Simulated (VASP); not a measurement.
**Ta: single point with PBEsol**

Ta:

```
Ta
1.0
    -1.50904    1.50904    1.50904
     1.50904   -1.50904    1.50904
     1.50904    1.50904   -1.50904
Ta
1
Direct
  0.00000 0.00000 0.00000
```

This cell differs from its parent crystal: strain -0.080 along x and y, -0.080 along z.

```
Program                : VASP 6.6.1
Task                   : single point
Functional             : PBEsol
Potentials or basis    : VASP PAW PBE potentials, release 64 (Ta_pv)
Cutoff                 : 520 eV
k mesh                 : 26 × 26 × 26
Occupations            : gaussian, width 0.15 eV
Spin                   : no spin polarisation
Dipole correction      : no
Further INCAR settings : ALGO = Normal; EDIFF = 1e-06; NBANDS = 12
```

```
Pressure               : 84.4 GPa
Band gap on the k mesh : zero (an odd number of electrons rules out a gap without spin polarisation)
```

Levels at points of the mesh, in eV from the Fermi level:
```tsv
k point	band 2	band 3	band 4	band 5	band 6	band 7	band 8	band 9	band 10	band 11
(0.00, 0.00, 0.00)	-31.94	-31.94	-8.85	0.58	0.58	0.58	4.90	4.90	16.32	16.32
(0.50, 0.00, 0.00)	-32.78	-31.98	-5.82	-2.61	3.38	5.07	6.43	10.79	13.26	15.44
(0.50, 0.50, 0.50)	-33.76	-33.76	-5.80	-5.80	9.28	9.28	9.28	11.62	11.62	11.62
```

It took 32 s on 1 thread of Intel(R) Xeon(R) Platinum 8375C CPU @ 2.90GHz (Ice Lake) (shared host), peak memory 0.19 GiB.

Caveat: the cell differs from its parent crystal (strain -0.080 along x and y, -0.080 along z); the cell stands under pressure; the PAW data sets were made with another functional, which shifts forces and pressure a little; spin-orbit coupling is left out, which moves the levels of the heavy elements.
